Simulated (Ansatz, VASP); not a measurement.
# Ti2RuC3: VASP beside Ansatz

```
Ti Ru C
1.0
     3.10907    0.00000    0.00000
    -1.55453    2.69253    0.00000
     0.00000    0.00000    7.21884
Ti Ru C
2 1 3
Direct
  0.33333 0.66667 0.67343
  0.66667 0.33333 0.32657
  0.00000 0.00000 0.00000
  0.00000 0.00000 0.50000
  0.33333 0.66667 0.15944
  0.66667 0.33333 0.84056
```

Alike in both runs: functional PBE; k mesh 6 × 6 × 2; occupations gaussian, width 0.2 eV; no spin polarisation.

Ansatz relaxed the structure, and its values are those at the end. VASP's run is a single point on that final structure, the one shown.

```csv
,VASP,Ansatz
version,VASP 6.6.1,Ansatz 0.2.0
potentials or method,"VASP PAW PBE potentials, release 64 (Ti_sv, Ru_pv, C), cutoff 520 eV","scalar-relativistic, plane waves, PAW"
valence electrons in the cell,50,52
```

```tsv
	VASP	Ansatz	Ansatz less VASP
gap on the k mesh at the Fermi level (eV)	none	none	-
pressure (GPa)	0.1	-0.1	-0.21
rms of the force components (eV/Å)	0.005	0.007	+0.0014
```

A gap of «none» marks a metal or a gap that the smearing closes. VASP's potentials hold 50 valence electrons a cell and Ansatz's 52, so a difference there can come from the potentials and not from the codes.

The k mesh is coarse, so the values compare programs but aren't converged.
